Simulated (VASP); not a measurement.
# BN (P4_2/mnm) in VASP: notebook, part 2 of 2

VASP 6.6.1. The steps go on from the part before.

## 3. Single point, PBE

The input, INCAR:

```
SYSTEM = BN
PREC = Accurate ; ENCUT = 520
EDIFF = 1E-6 ; ISMEAR = 0
SIGMA = 0.02 ; LREAL = .FALSE.
LASPH = .TRUE. ; NELM = 80
ALGO = Normal ; ISIF = 2
LWAVE = .FALSE. ; LCHARG = .FALSE.
GGA = PE ; NBANDS = 26
```

The input, KPOINTS:

```
regular mesh
0
G
  6 6 10
  0 0 0
```

The input, POSCAR:

```
BN
1.0
    4.4227374162      0.0000000000      0.0000000000
    0.0000000000      4.4227374162      0.0000000000
    0.0000000000      0.0000000000      2.5491411671
B N
4 4
Direct
    0.1742855097      0.8257144903      0.5000000000
    0.3257144903      0.3257144903      0.0000000000
    0.6742855097      0.6742855097      0.0000000000
    0.8257144903      0.1742855097      0.5000000000
    0.8126165678      0.8126165678      0.5000000000
    0.3126165678      0.6873834322      0.0000000000
    0.6873834322      0.3126165678      0.0000000000
    0.1873834322      0.1873834322      0.5000000000
```

Potentials or basis: VASP PAW PBE potentials, release 64 (B, N).

Launch:

```sh
cat potpaw_PBE.64/B/POTCAR potpaw_PBE.64/N/POTCAR > POTCAR
mpirun -np 1 vasp_std > vasp.out
```

OUTCAR:

```text
SYSTEM = BN
   PREC = Accurate
   ENCUT = 520
   EDIFF = 1E-6
   ISMEAR = 0
   LREAL = .FALSE.
   LASPH = .TRUE.
   NELM = 80
   ISIF = 2
   GGA = PE

 ion  position               nearest neighbor table
   1  0.174  0.826  0.500-   6 1.54   6 1.54   8 1.60   5 1.60
   2  0.326  0.326  0.000-   8 1.54   8 1.54   6 1.60   7 1.60
   3  0.674  0.674  0.000-   5 1.54   5 1.54   7 1.60   6 1.60
   4  0.826  0.174  0.500-   7 1.54   7 1.54   8 1.60   5 1.60
   5  0.813  0.813  0.500-   3 1.54   3 1.54   4 1.60   1 1.60
   6  0.313  0.687  0.000-   1 1.54   1 1.54   3 1.60   2 1.60
   7  0.687  0.313  0.000-   4 1.54   4 1.54   2 1.60   3 1.60
[... 912 lines left out ...]
  Total        0.0968744      0.0968744      0.1418827      0.0000000      0.0000000      0.0000000
  in kB        3.1127426      3.1127426      4.5589385      0.0000000      0.0000000      0.0000000
  external PRESSURE =       3.5948079 kB  Pullay stress =       0.0000000 kB

 VOLUME and BASIS-vectors are now :
 -----------------------------------------------------------------------------
  energy-cutoff  :      520.00
  volume of cell :       49.86
      direct lattice vectors                 reciprocal lattice vectors
     4.422737416  0.000000000  0.000000000     0.226104312  0.000000000  0.000000000
     0.000000000  4.422737416  0.000000000     0.000000000  0.226104312  0.000000000
     0.000000000  0.000000000  2.549141167     0.000000000  0.000000000  0.392288985

 POSITION                                       TOTAL-FORCE (eV/Angst)
 -----------------------------------------------------------------------------------
      0.77082      3.65192      1.27457        -0.002135      0.002135      0.000000
      1.44055      1.44055      0.00000         0.002135      0.002135      0.000000
      2.98219      2.98219      0.00000        -0.002135     -0.002135      0.000000
      3.65192      0.77082      1.27457         0.002135     -0.002135      0.000000
      3.59399      3.59399      1.27457        -0.001768     -0.001768     -0.000000
      1.38262      3.04012      0.00000        -0.001768      0.001768      0.000000
      3.04012      1.38262      0.00000         0.001768     -0.001768     -0.000000
      0.82875      0.82875      1.27457         0.001768      0.001768      0.000000
 -----------------------------------------------------------------------------------
    total drift:                                0.000000     -0.000000      0.000000

  FREE ENERGIE OF THE ION-ELECTRON SYSTEM (eV)
  ---------------------------------------------------
  free  energy   TOTEN  =       -68.9893143383 eV

  energy  without entropy=      -68.9893143383  energy(sigma->0) =      -68.98931434
```

OSZICAR:

```text
N       E                     dE             d eps       ncg     rms          rms(c)
DAV:   1     0.109427486500E+03    0.10943E+03   -0.16819E+04  3120   0.120E+03
DAV:   2    -0.664993374195E+02   -0.17593E+03   -0.16643E+03  4162   0.278E+02
DAV:   3    -0.731173319100E+02   -0.66180E+01   -0.65797E+01  4272   0.506E+01
DAV:   4    -0.731635426221E+02   -0.46211E-01   -0.46164E-01  3844   0.449E+00
DAV:   5    -0.731641005224E+02   -0.55790E-03   -0.55767E-03  4204   0.467E-01    0.136E+01
DAV:   6    -0.693290286203E+02    0.38351E+01   -0.90863E+00  3868   0.174E+01    0.629E+00
DAV:   7    -0.690505096664E+02    0.27852E+00   -0.63476E-01  3906   0.484E+00    0.390E+00
DAV:   8    -0.689918048117E+02    0.58705E-01   -0.15827E-01  3504   0.245E+00    0.387E-01
DAV:   9    -0.689885968463E+02    0.32080E-02   -0.84126E-03  3870   0.648E-01    0.185E-01
DAV:  10    -0.689892901024E+02   -0.69326E-03   -0.12405E-03  3770   0.223E-01    0.460E-02
DAV:  11    -0.689893124520E+02   -0.22350E-04   -0.20303E-04  3966   0.888E-02    0.211E-02
DAV:  12    -0.689893136459E+02   -0.11939E-05   -0.23572E-05  3990   0.336E-02    0.503E-03
DAV:  13    -0.689893143383E+02   -0.69247E-06   -0.94563E-07  2510   0.716E-03
   1 F= -.68989314E+02 E0= -.68989314E+02  d E =-.160149E-24
```

stdout:

```text
POSCAR found type information on POSCAR B N
 POSCAR found :  2 types and       8 ions
 scaLAPACK will be used
 LDA part: xc-table for (Slater+PW92), standard interpolation
 POSCAR, INCAR and KPOINTS ok, starting setup
 FFT: planning ... GRIDC
 FFT: planning ... GRID_SOFT
 FFT: planning ... GRID
 WAVECAR not read
 entering main loop
```

Run time: 1.8 min. Hardware: 1 thread of AMD EPYC 7R43 (Zen 3), shared host; peak memory 0.15 GiB.

What came out:

```
Free energy            : -68.9893 eV
Pressure               : 0.4 GPa
Largest force          : 0.003 eV/Å
Band gap on the k mesh : 4.81 eV, indirect (least direct gap 5.90 eV)
```

Forces in eV/Å, atoms in the order of the input:
```
B   -0.002  0.002  0.000
B    0.002  0.002  0.000
B   -0.002 -0.002  0.000
B    0.002 -0.002  0.000
N   -0.002 -0.002  0.000
N   -0.002  0.002  0.000
N    0.002 -0.002  0.000
N    0.002  0.002  0.000
```

Levels at points of the mesh, in eV from the valence-band top:
| k point | band 13 | band 14 | band 15 | band 16 | band 17 | band 18 | band 19 | band 20 |
| --- | --- | --- | --- | --- | --- | --- | --- | --- |
| (0.00, 0.00, 0.00) | -0.42 | -0.23 | 0.00 | 0.00 | 7.11 | 7.55 | 8.44 | 8.44 |
| (0.50, 0.00, 0.00) | -1.42 | -1.42 | -1.26 | -1.26 | 7.98 | 7.98 | 8.45 | 8.45 |
| (0.50, 0.50, 0.00) | -2.63 | -2.63 | -2.45 | -2.45 | 7.51 | 7.51 | 8.34 | 8.34 |
| (0.00, 0.00, 0.50) | -4.16 | -4.16 | -3.36 | -3.36 | 6.53 | 6.53 | 10.22 | 10.22 |
| (0.50, 0.00, 0.50) | -3.56 | -3.56 | -2.19 | -2.19 | 6.85 | 6.85 | 8.86 | 8.86 |
| (0.50, 0.50, 0.50) | -2.96 | -2.96 | -2.48 | -2.48 | 6.25 | 6.25 | 7.02 | 7.02 |

A k mesh can miss the band edges. A hybrid or GW would open this gap; PBE tends to underestimate it.

## 4. Relaxation of cell and atoms, PBE

The input, INCAR:

```
PREC = Accurate ; ENCUT = 600
EDIFF = 1E-6 ; ISMEAR = 0
SIGMA = 0.02 ; LREAL = False
LASPH = True ; NELM = 100
ALGO = Normal ; ISIF = 3
LWAVE = False ; LCHARG = False
GGA = PE ; IBRION = 2
NSW = 100 ; EDIFFG = -0.005
```

The input, KPOINTS:

```
Automatic mesh
0
Gamma
  6 6 10
```

The input, POSCAR:

```
BN
1.0
    4.4242230000      0.0000000000      0.0000000000
    0.0000000000      4.4242230000      0.0000000000
    0.0000000000      0.0000000000      2.5503560000
B N
4 4
Direct
    0.1742830000      0.8257170000      0.5000000000
    0.3257170000      0.3257170000      0.0000000000
    0.6742830000      0.6742830000      0.0000000000
    0.8257170000      0.1742830000      0.5000000000
    0.8126010000      0.8126010000      0.5000000000
    0.3126010000      0.6873990000      0.0000000000
    0.6873990000      0.3126010000      0.0000000000
    0.1873990000      0.1873990000      0.5000000000
```

Launch:

```sh
cat potpaw_PBE.64/B/POTCAR potpaw_PBE.64/N/POTCAR > POTCAR
mpirun -np 1 vasp_std > vasp.out
```

It took 2.2 min on 1 thread of AMD EPYC 7R43 (Zen 3), shared host; peak memory 0.16 GiB.

It converged, with:

```
Free energy                            : -69.0030 eV
Relaxed volume                         : 6.23 Å³/atom
Relaxed cell                           : a = 4.423 Å, b = 4.423 Å, c = 2.550 Å, α = 90.00°, β = 90.00°, γ = 90.00°
Space group after relaxing (to 0.05 Å) : P4_2/mnm (No. 136)
Energy gained by relaxing              : 0.0 meV/atom
Ionic steps                            : 3
Pressure after relaxing                : 0.0 GPa
Band gap on the k mesh                 : 4.81 eV, indirect (least direct gap 5.90 eV)
```

Forces on the atoms (eV/Å):
```
B   -0.001  0.001  0.000
B    0.001  0.001  0.000
B   -0.001 -0.001  0.000
B    0.001 -0.001  0.000
N   -0.002 -0.002  0.000
N   -0.002  0.002  0.000
N    0.002 -0.002  0.000
N    0.002  0.002  0.000
```

Final structure:
```
CELL_PARAMETERS angstrom
4.42296 0.00000 0.00000
0.00000 4.42296 0.00000
0.00000 0.00000 2.54951
ATOMIC_POSITIONS crystal
B 0.17427 0.82573 0.50000
B 0.32573 0.32573 0.00000
B 0.67427 0.67427 0.00000
B 0.82573 0.17427 0.50000
N 0.81261 0.81261 0.50000
N 0.31261 0.68739 0.00000
N 0.68739 0.31261 0.00000
N 0.18739 0.18739 0.50000
```

Levels at points of the mesh, in eV from the valence-band top:
| k point | band 12 | band 13 | band 14 | band 15 | band 16 | band 17 | band 18 | band 19 | band 20 | band 21 |
| --- | --- | --- | --- | --- | --- | --- | --- | --- | --- | --- |
| (0.00, 0.00, 0.00) | -2.28 | -0.42 | -0.23 | 0.00 | 0.00 | 7.11 | 7.55 | 8.44 | 8.44 | 8.70 |
| (0.50, 0.00, 0.00) | -3.38 | -1.42 | -1.42 | -1.26 | -1.26 | 7.98 | 7.98 | 8.45 | 8.45 | 8.94 |
| (0.50, 0.50, 0.00) | -3.06 | -2.63 | -2.63 | -2.45 | -2.45 | 7.51 | 7.51 | 8.34 | 8.34 | 8.98 |
| (0.00, 0.00, 0.50) | -4.89 | -4.16 | -4.16 | -3.36 | -3.36 | 6.53 | 6.53 | 10.22 | 10.22 | 11.46 |
| (0.50, 0.00, 0.50) | -4.55 | -3.56 | -3.56 | -2.19 | -2.19 | 6.85 | 6.85 | 8.86 | 8.86 | 9.24 |
| (0.50, 0.50, 0.50) | -3.50 | -2.96 | -2.96 | -2.48 | -2.48 | 6.25 | 6.25 | 7.02 | 7.02 | 8.39 |

A k mesh can miss the band edges. A hybrid or GW would open this gap; PBE tends to underestimate it.

## 5. Overview

```csv
task,cell,k mesh,cutoff (eV),smearing,gap on the mesh (eV),pressure (GPa)
single point,"a = 4.424, b = 4.424, c = 2.550 Å, 8 atoms",4 × 4 × 8,600,gaussian 0.1 eV,4.90,-0.3
single point,"a = 4.423, b = 4.423, c = 2.549 Å, 8 atoms",6 × 6 × 10,520,gaussian 0.02 eV,4.81,0.4
relaxation of cell and atoms,"relaxed from a = 4.424, b = 4.424, c = 2.550 Å, 8 atoms",6 × 6 × 10,600,gaussian 0.02 eV,4.81,0.0
```

Alike in all rows: level PBE; potentials or basis VASP PAW PBE potentials, release 64 (B, N); no spin polarisation.

Total energies depend on the potentials used, so only differences within one code and one set of settings carry meaning.
